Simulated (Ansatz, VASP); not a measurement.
Te2Mo: VASP beside Ansatz

```
CELL_PARAMETERS angstrom
3.56023 0.00000 0.00000
-1.78012 3.08325 0.00000
0.00000 0.00000 17.52406
ATOMIC_POSITIONS crystal
Te 0.33333 0.66667 0.89786
Te 0.33333 0.66667 0.10214
Mo 0.00000 0.00000 0.00000
```

Alike in both runs: task relaxation of cell and atoms; functional LDA; k mesh 12 × 12 × 2; occupations gaussian, width 0.02 eV; no spin polarisation.

|  | VASP | Ansatz |
| --- | --- | --- |
| version | VASP 6.6.1 | Ansatz 0.2.0 |
| potentials or method | VASP PAW LDA potentials, release 64 (Te, Mo_sv), cutoff 600 eV | scalar-relativistic, plane waves, PAW |
| valence electrons in the cell | 26 | 46 |

```csv
,VASP,Ansatz,Ansatz less VASP
"gap on the k mesh at the Fermi level, each at its own relaxed structure (eV)",1.24,1.24,-0.001
relaxed volume (Å³/atom),61.01,60.78,-0.230
relaxed cell length with the largest relative difference (Å),17.572,17.520,-0.0517
```

LDA's correlation is that of Perdew and Zunger in VASP and of Perdew and Wang (1992) in Ansatz. VASP's potentials hold 26 valence electrons a cell and Ansatz's 46, so a difference there can come from the potentials and not from the codes.

Neither program's run includes spin-orbit coupling.
